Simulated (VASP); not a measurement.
A run of VASP 6.6.1 is set up as follows.

File INCAR:

```
SYSTEM = NaCl
ALGO = Normal
EDIFF = 1E-7
ENCUT = 520
GGA = PE
ISIF = 2
ISMEAR = 0
LASPH = .True.
LCHARG = .False.
LREAL = .False.
LWAVE = .False.
NBANDS = 14
NELM = 80
PREC = Accurate
SIGMA = 0.01
```

File KPOINTS:

```
k-points
0
Gamma
  6 6 6
  0 0 0
```

File POSCAR:

```
NaCl
1.0
    0.0000000000      2.8470933908      2.8470933908
    2.8470933908      0.0000000000      2.8470933908
    2.8470933908      2.8470933908      0.0000000000
Na Cl
1 1
Direct
    0.0000000000      0.0000000000      0.0000000000
    0.5000000000      0.5000000000      0.5000000000
```

Potentials or basis: VASP PAW PBE potentials, release 64 (Na_pv, Cl).

Run with:

```sh
$ cat potpaw_PBE.64/Na_pv/POTCAR potpaw_PBE.64/Cl/POTCAR > POTCAR
$ mpirun -np 1 vasp_std > vasp.out
```

Question: What does it give for the band gap on the k mesh?

Answer: 5.00 eV, direct.

Question: Predict the pressure.

Answer: 0.0 GPa.

PBE gaps usually lie below the measured ones, often by a third to a half.
